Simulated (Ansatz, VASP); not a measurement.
## One calculation of TaAs, two programs

```
CELL_PARAMETERS angstrom
-1.66219 1.66219 5.39791
1.66219 -1.66219 5.39791
1.66219 1.66219 -5.39791
ATOMIC_POSITIONS crystal
Ta 0.50017 0.00017 0.50000
Ta 0.75017 0.75017 0.00000
As 0.08243 0.58243 0.50000
As 0.33243 0.33243 0.00000
```

Change from the starting cell: strain -0.040 along x and y, -0.080 along z, atoms carried along.

Alike in both runs: task single point; functional PBE; k mesh 20 × 20 × 20; occupations gaussian, width 0.15 eV; no spin polarisation.

|  | VASP | Ansatz |
| --- | --- | --- |
| version | VASP 6.6.1 | Ansatz 0.2.0 |
| potentials or method | VASP PAW PBE potentials, release 64 (Ta_pv, As), cutoff 520 eV | scalar-relativistic, plane waves, PAW |
| valence electrons in the cell | 32 | 56 |

|  | VASP | Ansatz | Ansatz less VASP |
| --- | --- | --- | --- |
| gap on the k mesh at the Fermi level (eV) | none | none | - |
| pressure (GPa) | 42.0 | 40.9 | -1.07 |
| traceless stress, the component that is largest in VASP (GPa) | 3.77 | 3.91 | +0.143 |
| rms of the force components (eV/Å) | 0.402 | 0.396 | -0.0065 |

Atom by atom the forces differ by 0.006 eV/Å (rms over components). A gap of «none» marks a metal or a gap that the smearing closes. Both programs put the cell under a high pressure, so it lies far from rest at this level. VASP's potentials hold 32 valence electrons a cell and Ansatz's 56, so a difference there can come from the potentials and not from the codes.

Neither program's run includes spin-orbit coupling.
